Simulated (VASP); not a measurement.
Here is a VASP 6.6.1 calculation.

File INCAR:

```
SYSTEM = La2O3
  PREC = Accurate
  ENCUT = 520
  EDIFF = 1E-6
  ISMEAR = -1
  SIGMA = 0.05
  LREAL = .FALSE.
  LASPH = .TRUE.
  NELM = 60
  ALGO = Normal
  ISIF = 2
  LWAVE = .FALSE.
  LCHARG = .FALSE.
  NBANDS = 28
```

File KPOINTS:

```
Automatic mesh
0
G
  5 5 8
  0 0 0
```

POSCAR

```
La2O3
1.0
    6.2402306599      0.0000000000      0.0000000000
   -3.1201153299      5.4041982769      0.0000000000
    0.0000000000      0.0000000000      3.2227346680
La O
2 3
Direct
    0.6666666667      0.3333333333      0.4981030000
    0.3333333333      0.6666666667      0.5018970000
    0.5046070000      0.0000000000      0.0000000000
    0.0000000000      0.5046070000      0.0000000000
    0.4953930000      0.4953930000      0.0000000000
```

Potentials or basis: VASP PAW LDA potentials, release 64 (La, O).

Run with:

```bash
$ cat potpaw_LDA.64/La/POTCAR potpaw_LDA.64/O/POTCAR > POTCAR
$ mpirun -np 1 vasp_std > vasp.out
```

(1) Estimate the pressure.

(2) What does it give for the band gap on the k mesh?

(3) What does it give for the largest force?

Results:

(1) 0.7 GPa.

(2) 1.16 eV, indirect (least direct gap 1.80 eV).

(3) 0.033 eV/Å.

Caveat: spin-orbit coupling is left out, which moves the levels of the heavy elements.
